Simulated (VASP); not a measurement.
Runs of VASP 6.6.1 on AlN. The structure is that of space group P6_3mc (No. 186), or close to it. The cells are those of the table. 

| task | level | potentials or basis | cell | k mesh | cutoff (eV) | smearing | gap on the mesh (eV) | pressure (GPa) | largest force (eV/Å) |
| --- | --- | --- | --- | --- | --- | --- | --- | --- | --- |
| single point | PBEsol | VASP PAW PBE potentials, release 64 (Al, N) | a = 3.114, b = 3.114, c = 4.984 Å, angles 90.0, 90.0, 120.0°, 4 atoms | 6 × 6 × 4 | 520 | gaussian 0.02 eV | 4.11 | 0.0 | - |
| single point | LDA | VASP PAW LDA potentials, release 64 (Al, N) | a = 3.114, b = 3.114, c = 4.984 Å, angles 90.0, 90.0, 120.0°, 4 atoms | 9 × 9 × 6 | 520 | gaussian 0.02 eV | 4.21 | (a) | (b) |
| single point | PBEsol | VASP PAW PBE potentials, release 64 (Al, N) | a = 3.106, b = 3.106, c = 5.004 Å, angles 90.0, 90.0, 120.0°, 4 atoms | 6 × 6 × 4 | 600 | gaussian 0.1 eV | 4.24 | 0.2 | 0.39 |
| single point | PBEsol | VASP PAW PBE potentials, release 64 (Al, N) | a = 3.114, b = 3.114, c = 4.984 Å, angles 90.0, 90.0, 120.0°, 4 atoms | 9 × 9 × 6 | 520 | gaussian 0.02 eV | 4.11 | 0.0 | - |
| relaxation of cell and atoms | PBEsol | VASP PAW PBE potentials, release 64 (Al, N) | relaxed from a = 3.106, b = 3.106, c = 5.004 Å, angles 90.0, 90.0, 120.0°, 4 atoms | 9 × 9 × 6 | 600 | gaussian 0.02 eV | 4.12 | 0.0 | - |

Alike in all rows: no spin polarisation.

Question: Fill in the values left out.

Answer: (a) -4.4; (b) 0.01.

Caveats: the PAW data sets were made with another functional, which shifts forces and pressure a little (some runs).

A k mesh can miss the band edges.
